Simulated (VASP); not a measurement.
# C (R-3m) in VASP: a series of runs

The runs below take C through single point, with PBEsol.

Everything below comes from runs of VASP 6.6.1. Logs are shortened: lines on timing, memory, paths and dates and some standing lists are left out, and cuts for length are marked.

## 1. The cell of the first run

Symmetry: R-3m, No. 166, trigonal system. The conventional cell has a = 2.475 Å, b = 2.475 Å, c = 6.026 Å, α = 90.00°, β = 90.00°, γ = 120.00°. C (site symmetry 3m) has 4 C at 1.51 Å within 2.0 Å.

## 2. Single point, PBEsol (strained cell)

INCAR reads:

```
SYSTEM = C
ALGO = Normal
EDIFF = 1E-6
ENCUT = 600
GGA = PS
GGA_COMPAT = .FALSE.
ISIF = 2
ISMEAR = 0
LASPH = .TRUE.
LCHARG = .FALSE.
LREAL = .FALSE.
LWAVE = .FALSE.
NBANDS = 11
NELM = 120
PREC = Accurate
SIGMA = 0.02
```

KPOINTS reads:

```
k-points
0
G
  9 9 9
  0 0 0
```

POSCAR reads:

```
C
1.0
   -0.0071073303      1.7430727498      1.7430727498
    1.7430727498     -0.0071073303      1.7430727498
    1.7430727498      1.7430727498     -0.0071073303
C
2
Direct
   -0.0000970539     -0.0000970539     -0.0000970539
    0.2500970539      0.2500970539      0.2500970539
```

Potentials or basis: VASP PAW PBE potentials, release 64 (C).

The run is started by

```bash
$ cat potpaw_PBE.64/C/POTCAR > POTCAR
$ mpirun -np 1 vasp_std > vasp.out
```

OUTCAR:

```text
SYSTEM = C
   EDIFF = 1E-6
   ENCUT = 600
   GGA = PS
   ISIF = 2
   ISMEAR = 0
   LASPH = .TRUE.
   LREAL = .FALSE.
   NELM = 120
   PREC = Accurate

 ion  position               nearest neighbor table
   1  1.000  1.000  1.000-   2 1.51   2 1.51   2 1.51   2 1.51
   2  0.250  0.250  0.250-   1 1.51   1 1.51   1 1.51   1 1.51

  LATTYP: Found a trigonal (rhomboedric) cell.
 ALAT       =     2.4650873689
 COS(alpha) =     0.4959184055

  Lattice vectors:

 A1 = (  -0.0071073303,   1.7430727498,   1.7430727498)
 A2 = (   1.7430727498,  -0.0071073303,   1.7430727498)
 A3 = (   1.7430727498,   1.7430727498,  -0.0071073303)

Analysis of symmetry for initial positions (statically):
=====================================================================
 Subroutine PRICEL returns:
 Original cell was already a primitive cell.

 Routine SETGRP: Setting up the symmetry group for a
 trigonal (rhombohedral) supercell.

 Subroutine GETGRP returns: Found 12 space group operations
 (whereof  6 operations were pure point group operations)
 out of a pool of 12 trial point group operations.

The static configuration has the point symmetry C_3v.
 The point group associated with its full space group is D_3d.

Analysis of symmetry for dynamics (positions and initial velocities):
=====================================================================
 Subroutine PRICEL returns:
 Original cell was already a primitive cell.

 Routine SETGRP: Setting up the symmetry group for a
 trigonal (rhombohedral) supercell.

 Subroutine GETGRP returns: Found 12 space group operations
 (whereof  6 operations were pure point group operations)
 out of a pool of 12 trial point group operations.

The dynamic configuration has the point symmetry C_3v.
 The point group associated with its full space group is D_3d.

 Subroutine INISYM returns: Found 12 space group operations
 (whereof  6 operations are pure point group operations),
 and found     1 'primitive' translations

----------------------------------------------------------------------------------------

                                     Primitive cell

  volume of cell :      10.6567

  direct lattice vectors                    reciprocal lattice vectors
    -0.007107330  1.743072750  1.743072750    -0.285101262  0.286268514  0.286268514
     1.743072750 -0.007107330  1.743072750     0.286268514 -0.285101262  0.286268514
     1.743072750  1.743072750 -0.007107330     0.286268514  0.286268514 -0.285101262

  length of vectors
     2.465087369  2.465087369  2.465087369     0.495158615  0.495158615  0.495158615

  position of ions in fractional coordinates (direct lattice)
     0.999902946  0.999902946  0.999902946
     0.250097054  0.250097054  0.250097054

  ion indices of the primitive-cell ions
   primitive index   ion index
                 1           1
                 2           2

----------------------------------------------------------------------------------------

 KPOINTS: k-points

Automatic generation of k-mesh.
 Grid dimensions read from file:
 generate k-points for:    9    9    9

 Generating k-lattice:

  Cartesian coordinates                     Fractional coordinates (reciprocal lattice)
    -0.031677918  0.031807613  0.031807613     0.111111111  0.000000000  0.000000000
     0.031807613 -0.031677918  0.031807613     0.000000000  0.111111111  0.000000000
     0.031807613  0.031807613 -0.031677918     0.000000000  0.000000000  0.111111111

  Length of vectors
     0.055017624  0.055017624  0.055017624

  Shift w.r.t. Gamma in fractional coordinates (k-lattice)
     0.000000000  0.000000000  0.000000000

 Subroutine IBZKPT returns following result:
 ===========================================

 Found     85 irreducible k-points:

 Following reciprocal coordinates:
            Coordinates               Weight
  0.000000  0.000000  0.000000      1.000000
  0.111111 -0.000000 -0.000000      6.000000
  0.222222  0.000000  0.000000      6.000000
  0.333333  0.000000 -0.000000      6.000000
  0.444444  0.000000  0.000000      6.000000
  0.111111  0.111111 -0.000000      6.000000
[... 16 lines left out ...]
 -0.333333  0.333333  0.000000      6.000000
  0.444444  0.444444 -0.000000      6.000000
 [... further k-points ...]
   k-points           NKPTS =     85   k-points in BZ     NKDIM =     85   number of bands    NBANDS=     11
   number of dos      NEDOS =    301   number of ions     NIONS =      2
   total plane-waves  NPLWV =   8000
   dimension x,y,z NGX =    20 NGY =   20 NGZ =   20
   dimension x,y,z NGXF=    40 NGYF=   40 NGZF=   40
   ions per type =               2
   NGX,Y,Z   is equivalent  to a cutoff of  13.49, 13.49, 13.49 a.u.
   NGXF,Y,Z  is equivalent  to a cutoff of  26.98, 26.98, 26.98 a.u.
 SYSTEM =  C
   PREC   = accura    normal or accurate (medium, high low for compatibility)
   ISTART =      0    job   : 0-new  1-cont  2-samecut
   ICHARG =      2    charge: 1-file 2-atom 10-const
   ISPIN  =      1    spin polarized calculation?
   LNONCOLLINEAR =      F non collinear calculations
   LSORBIT =      F    spin-orbit coupling
   LASPH  =      T    aspherical Exc in radial PAW
   ENCUT  =  600.0 eV  44.10 Ry    6.64 a.u.   4.92  4.92  4.92*2*pi/ulx,y,z
   NELM   =    120;   NELMIN=  2; NELMDL= -5     # of ELM steps
   EDIFF  = 0.1E-05   stopping-criterion for ELM
   LREAL  =      F    real-space projection
   EDIFFG = 0.1E-04   stopping-criterion for IOM
   NSW    =      0    number of steps for IOM
   IBRION =     -1    ionic relax: 0-MD 1-quasi-New 2-CG
   NFREE  =      0    steps in history (QN), initial steepest desc. (CG)
   ISIF   =      2    stress and relaxation
   ISYM   =      2    0-nonsym 1-usesym 2-fastsym
   POTIM  = 0.5000    time-step for ionic-motion
   TEBEG  =    0.0;   TEEND  =   0.0 temperature during run
   PSTRESS=    0.0 pullay stress
   NELECT =       8.0000    total number of electrons
   NUPDOWN=      -1.0000    fix difference up-down
   EMIN   =  10.00;   EMAX   =-10.00  energy-range for DOS
   EFERMI =   0.00;   METHOD = LEGACY
   ISMEAR =     0;   SIGMA  =   0.02  broadening in eV -4-tet -1-fermi 0-gaus
   EFERMI_NEDOS =   21; number of points for ismear=-14 and -15
   IALGO  =     38    algorithm
   IMIX   =      4    mixing-type and parameters
     AMIX     =   0.40;   BMIX     =  1.00
     AMIX_MAG =   1.60;   BMIX_MAG =  1.00
  volume/ion in A,a.u.               =       5.33        35.96
  Fermi-wavevector in a.u.,A,eV,Ry     =   1.487864  2.811655 30.119756  2.213740
  Thomas-Fermi vector in A             =   2.600971
   LORBIT       =      0    0 simple, 1 ext, 2 COOP (PROOUT), +10 PAW based schemes
   GGA     = PS    functional components
   LHFCALC =     F    Hartree Fock is set to
   AEXX    =    0.0000 exact exchange contribution
   IVDW    =     0    specifies the selected vdW correction
   LEPSILON=     F    determine dielectric tensor
   LRPA    =     F    only Hartree local field effects (RPA)
 non-spin polarized calculation
 Gauss-broadening in eV      SIGMA  =   0.02
  energy-cutoff  :      600.00
  volume of cell :       10.66
 maximum number of plane-waves:       364
   NGX =  9   NGY =  9   NGZ =  9

 number of electron       7.9999999 magnetization

 Free energy of the ion-electron system (eV)
  ---------------------------------------------------
  ext. energy  EPLUGINS =         0.00000000
  ---------------------------------------------------
  free energy    TOTEN  =       -19.20529593 eV

  energy without entropy =      -19.20529593  energy(sigma->0) =      -19.20529593

 E-fermi :  10.7413     XC(G=0): -13.7433

 val. band max:       10.6571339160   @ k =   0.0000   0.0000   0.0000
 cond. band min:      14.8139941496   @ k =   0.3333   0.3333   0.0000
 fundamental gap:      4.1568602335
 Fermi energy:        10.7412784912

 k-point     1 :       0.0000    0.0000    0.0000
  band No.  band energies     occupation
      1     -11.7470      2.00000
      2      10.6200      2.00000
      3      10.6200      2.00000
      4      10.6571      2.00000
      5      16.2881      0.00000
      6      16.2881      0.00000
      7      16.4547      0.00000
      8      25.4547      0.00000
      9      30.4188      0.00000
     10      37.8073      0.00000
     11      37.8073      0.00000

 k-point     2 :       0.1111   -0.0000   -0.0000
  band No.  band energies     occupation
      1     -11.3907      2.00000
      2       8.5008      2.00000
      3      10.0472      2.00000
      4      10.0794      2.00000
      5      17.0443      0.00000
      6      17.1787      0.00000
      7      17.5685      0.00000
      8      25.6334      0.00000
      9      30.9684      0.00000
     10      34.7469      0.00000
     11      34.8424      0.00000

 k-point     3 :       0.2222    0.0000    0.0000
  band No.  band energies     occupation
      1     -10.3293      2.00000
      2       4.6739      2.00000
      3       9.0124      2.00000
      4       9.0366      2.00000
      5      18.3557      0.00000
      6      18.4745      0.00000
      7      19.0886      0.00000
      8      26.0891      0.00000
      9      31.7961      0.00000
     10      33.2956      0.00000
     11      33.4606      0.00000

 k-point     4 :       0.3333    0.0000   -0.0000
  band No.  band energies     occupation
      1      -8.5919      2.00000
      2       0.7672      2.00000
      3       8.1736      2.00000
      4       8.1866      2.00000
      5      19.0965      0.00000
      6      19.1979      0.00000
      7      19.9647      0.00000
      8      26.5228      0.00000
      9      32.2434      0.00000
     10      34.2105      0.00000
     11      34.4422      0.00000

 k-point     5 :       0.4444    0.0000    0.0000
  band No.  band energies     occupation
      1      -6.3309      2.00000
      2      -2.6468      2.00000
      3       7.7309      2.00000
      4       7.7365      2.00000
      5      19.2382      0.00000
      6      19.3340      0.00000
      7      20.3452      0.00000
      8      26.6745      0.00000
      9      32.9885      0.00000
     10      36.0417      0.00000
     11      36.5760      0.00000
[... 211 lines left out ...]
 k-point    21 :       0.4444    0.3333    0.0000
  band No.  band energies     occupation
      1      -5.8532      2.00000
      2       1.1549      2.00000
      3       3.4612      2.00000
      4       4.6131      2.00000
      5      15.5704      0.00000
      6      18.0389      0.00000
      7      26.2871      0.00000
      8      26.5280      0.00000
      9      33.6579      0.00000
     10      34.6566      0.00000
     11      42.3263      0.00000

 k-point    22 :      -0.4444    0.3333   -0.0000
  band No.  band energies     occupation
      1      -3.7315      2.00000
      2      -0.9469      2.00000
      3       1.4713      2.00000
      4       4.8492      2.00000
      5      16.2837      0.00000
      6      20.7171      0.00000
      7      25.7914      0.00000
      8      26.8481      0.00000
      9      31.1797      0.00000
     10      35.7105      0.00000
     11      38.3684      0.00000

 k-point    23 :      -0.3333    0.3333    0.0000
  band No.  band energies     occupation
      1      -3.9171      2.00000
      2      -0.6966      2.00000
      3       0.5753      2.00000
      4       5.6635      2.00000
      5      17.1020      0.00000
      6      24.1606      0.00000
      7      24.7022      0.00000
      8      26.6445      0.00000
      9      28.0037      0.00000
     10      34.8239      0.00000
     11      36.4748      0.00000

 k-point    24 :       0.4444    0.4444   -0.0000
  band No.  band energies     occupation
      1      -4.4098      2.00000
      2      -0.6758      2.00000
      3       3.9768      2.00000
      4       4.0726      2.00000
      5      14.9518      0.00000
      6      16.0512      0.00000
      7      27.9678      0.00000
      8      27.9884      0.00000
      9      34.5037      0.00000
     10      35.0907      0.00000
     11      44.3175      0.00000

 [... further k-points ...]
[... 5 lines left out ...]
  --------------------------------------------------------------------------------------
  -------------------------------------------------------------------------------------
  Total        1.7389256      1.7389256      1.7389256      0.1748189      0.1748189      0.1748189
  in kB      261.4369145    261.4369145    261.4369145     26.2829552     26.2829552     26.2829552
  external PRESSURE =     261.4369145 kB  Pullay stress =       0.0000000 kB

 VOLUME and BASIS-vectors are now :
 -----------------------------------------------------------------------------
  energy-cutoff  :      600.00
  volume of cell :       10.66
      direct lattice vectors                 reciprocal lattice vectors
    -0.007107330  1.743072750  1.743072750    -0.285101262  0.286268514  0.286268514
     1.743072750 -0.007107330  1.743072750     0.286268514 -0.285101262  0.286268514
     1.743072750  1.743072750 -0.007107330     0.286268514  0.286268514 -0.285101262

 POSITION                                       TOTAL-FORCE (eV/Angst)
 -----------------------------------------------------------------------------------
      3.47870      3.47870      3.47870        -0.001786     -0.001786     -0.001786
      0.87010      0.87010      0.87010         0.001786      0.001786      0.001786
 -----------------------------------------------------------------------------------
    total drift:                               -0.000000      0.000000      0.000000

  FREE ENERGIE OF THE ION-ELECTRON SYSTEM (eV)
  ---------------------------------------------------
  free  energy   TOTEN  =       -19.2052959251 eV

  energy  without entropy=      -19.2052959251  energy(sigma->0) =      -19.20529593
```

Run time: 14 s. Hardware: 1 thread of AMD EPYC 7R43 (Zen 3), shared host; peak memory 0.08 GiB.

Results:

* Free energy: -19.2053 eV
* Pressure: 26.1 GPa
* Largest force: 0.003 eV/Å
* Band gap on the k mesh: 4.16 eV, indirect (least direct gap 5.63 eV)

Forces on the atoms (eV/Å):
```
C   -0.002 -0.002 -0.002
C    0.002  0.002  0.002
```

Caveat: the cell differs from its parent crystal (strained cell); the PAW data sets were made with another functional, which shifts forces and pressure a little. A k mesh can miss the band edges.

## 3. Single point, PBEsol (strained cell)

INCAR reads:

```
SYSTEM = C
ALGO     = Normal         ! electronic algorithm
EDIFF    = 1E-6           ! SCF threshold, eV
ENCUT    = 600            ! plane-wave cutoff, eV
GGA      = PS             ! functional
GGA_COMPAT= .FALSE.      
ISIF     = 2              ! what is computed and relaxed
ISMEAR   = 0              ! smearing method
LASPH    = .TRUE.         ! aspherical terms in the spheres
LCHARG   = .FALSE.        ! write CHGCAR
LREAL    = .FALSE.        ! projectors in reciprocal space
LWAVE    = .FALSE.        ! write WAVECAR
NBANDS   = 11             ! bands
NELM     = 120            ! most SCF steps
PREC     = Accurate       ! precision mode
SIGMA    = 0.02           ! smearing width, eV
```

KPOINTS is that of step 2.

POSCAR reads:

```
C
1.0
    0.0204355626      1.7706156426      1.7706156426
    1.7706156426      0.0204355626      1.7706156426
    1.7706156426      1.7706156426      0.0204355626
C
2
Direct
    0.0001916485      0.0001916485      0.0001916485
    0.2498083515      0.2498083515      0.2498083515
```

Potentials or basis: VASP PAW PBE potentials, release 64 (C).

The run is started by

```bash
$ cat potpaw_PBE.64/C/POTCAR > POTCAR
$ mpirun -np 1 vasp_std > vasp.out
```

OUTCAR:

```text
SYSTEM = C
   EDIFF = 1E-6
   ENCUT = 600
   GGA = PS
   ISIF = 2
   ISMEAR = 0
   LASPH = .TRUE.
   LREAL = .FALSE.
   NELM = 120
   PREC = Accurate

 ion  position               nearest neighbor table
   1  0.000  0.000  0.000-   2 1.52   2 1.52   2 1.52   2 1.54
   2  0.250  0.250  0.250-   1 1.52   1 1.52   1 1.52   1 1.54

  LATTYP: Found a trigonal (rhomboedric) cell.
 ALAT       =     2.5041120422
 COS(alpha) =     0.5115074332

  Lattice vectors:

 A1 = (   0.0204355626,   1.7706156426,   1.7706156426)
 A2 = (   1.7706156426,   0.0204355626,   1.7706156426)
 A3 = (   1.7706156426,   1.7706156426,   0.0204355626)

Analysis of symmetry for initial positions (statically):
=====================================================================
 Subroutine PRICEL returns:
 Original cell was already a primitive cell.

 Routine SETGRP: Setting up the symmetry group for a
 trigonal (rhombohedral) supercell.

 Subroutine GETGRP returns: Found 12 space group operations
 (whereof  6 operations were pure point group operations)
 out of a pool of 12 trial point group operations.

The static configuration has the point symmetry C_3v.
 The point group associated with its full space group is D_3d.

Analysis of symmetry for dynamics (positions and initial velocities):
[... 166 lines left out ...]

 k-point     1 :       0.0000    0.0000    0.0000
  band No.  band energies     occupation
      1     -11.7734      2.00000
      2      10.2190      2.00000
      3      10.3092      2.00000
      4      10.3092      2.00000
      5      15.5819      0.00000
      6      16.0922      0.00000
      7      16.0922      0.00000
      8      24.5721      0.00000
      9      29.7580      0.00000
     10      37.1920      0.00000
     11      37.1920      0.00000
[... 309 lines left out ...]
 k-point    24 :       0.4444    0.4444    0.0000
  band No.  band energies     occupation
      1      -4.5573      2.00000
      2      -0.8881      2.00000
      3       3.6935      2.00000
      4       3.9474      2.00000
      5      14.5088      0.00000
      6      15.6944      0.00000
      7      27.2481      0.00000
      8      27.2632      0.00000
      9      33.6702      0.00000
     10      34.3241      0.00000
     11      43.5333      0.00000

 [... further k-points ...]
[... 5 lines left out ...]
  --------------------------------------------------------------------------------------
  -------------------------------------------------------------------------------------
  Total        0.9532630      0.9532630      0.9532630     -0.4811834     -0.4811834     -0.4811834
  in kB      139.9924264    139.9924264    139.9924264    -70.6646954    -70.6646954    -70.6646954
  external PRESSURE =     139.9924264 kB  Pullay stress =       0.0000000 kB

 VOLUME and BASIS-vectors are now :
 -----------------------------------------------------------------------------
  energy-cutoff  :      600.00
  volume of cell :       10.91
      direct lattice vectors                 reciprocal lattice vectors
     0.020435563  1.770615643  1.770615643    -0.287324045  0.284045731  0.284045731
     1.770615643  0.020435563  1.770615643     0.284045731 -0.287324045  0.284045731
     1.770615643  1.770615643  0.020435563     0.284045731  0.284045731 -0.287324045

 POSITION                                       TOTAL-FORCE (eV/Angst)
 -----------------------------------------------------------------------------------
      0.00068      0.00068      0.00068         0.003650      0.003650      0.003650
      0.88973      0.88973      0.88973        -0.003650     -0.003650     -0.003650
 -----------------------------------------------------------------------------------
    total drift:                               -0.000000     -0.000000     -0.000000

  FREE ENERGIE OF THE ION-ELECTRON SYSTEM (eV)
  ---------------------------------------------------
  free  energy   TOTEN  =       -19.2306113094 eV

  energy  without entropy=      -19.2306113094  energy(sigma->0) =      -19.23061131
```

stdout:

```text
POSCAR found type information on POSCAR C
 POSCAR found :  1 types and       2 ions
 scaLAPACK will be used
 -----------------------------------------------------------------------------
|                                                                             |
|                                                                             |
|     You enforced a specific xc type in the INCAR file but a different       |
|     I HOPE YOU KNOW WHAT YOU ARE DOING!                                     |
|                                                                             |
 -----------------------------------------------------------------------------

 LDA part: xc-table for (Slater+PW92), standard interpolation
 POSCAR, INCAR and KPOINTS ok, starting setup
 FFT: planning ... GRIDC
 FFT: planning ... GRID_SOFT
 FFT: planning ... GRID
 WAVECAR not read
 entering main loop
```

Run time: 13 s. Hardware: 1 thread of AMD EPYC 7R43 (Zen 3), shared host; peak memory 0.08 GiB.

Results:

```yaml
Free_energy: -19.2306 eV
Pressure: 14.0 GPa
Largest_force: 0.006 eV/Å
Band_gap_on_the_k_mesh: 4.09 eV, indirect (least direct gap 5.27 eV)
```

Forces in eV/Å, atoms in the order of the input:
```
C    0.004  0.004  0.004
C   -0.004 -0.004 -0.004
```

Caveat: the cell differs from its parent crystal (strained cell); the PAW data sets were made with another functional, which shifts forces and pressure a little. A k mesh can miss the band edges.

[end of part 1 of 2]
